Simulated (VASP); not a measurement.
Input of a VASP 6.6.1 run:

The input INCAR:

```
SYSTEM = Cu3O2
  ALGO = Normal
  EDIFF = 1E-6
  ENCUT = 520
  GGA = PE
  ISIF = 2
  ISMEAR = 0
  ISPIN = 2
  LASPH = .TRUE.
  LCHARG = .FALSE.
  LMAXMIX = 4
  LORBIT = 11
  LREAL = .FALSE.
  LWAVE = .FALSE.
  MAGMOM = 1 1 1 0 0
  NBANDS = 34
  NELM = 150
  PREC = Accurate
  SIGMA = 0.1
```

The input KPOINTS:

```
k-points
0
G
  4 4 4
  0 0 0
```

The input POSCAR:

```
Cu3O2
1.0
    3.8968390100      0.0000000000      0.0000000000
    0.0000000000      3.8968390100      0.0000000000
    0.0000000000      0.0000000000      3.8968390100
Cu O
3 2
Direct
    0.5000000000      0.0000000000      0.0000000000
    0.0000000000      0.5000000000      0.0000000000
    0.0000000000      0.0000000000      0.5000000000
    0.0000000000      0.0000000000      0.0000000000
    0.5000000000      0.5000000000      0.5000000000
```

Potentials or basis: VASP PAW PBE potentials, release 64 (Cu, O).

Command:

```console
$ cat potpaw_PBE.64/Cu/POTCAR potpaw_PBE.64/O/POTCAR > POTCAR
$ mpirun -np 1 vasp_std > vasp.out
```

Task: Predict the net moment.

Result: 0.00 μB per cell.

Task: Predict the pressure.

Result: -2.4 GPa.

Caveat: the k points lie up to 0.40 Å⁻¹ apart.
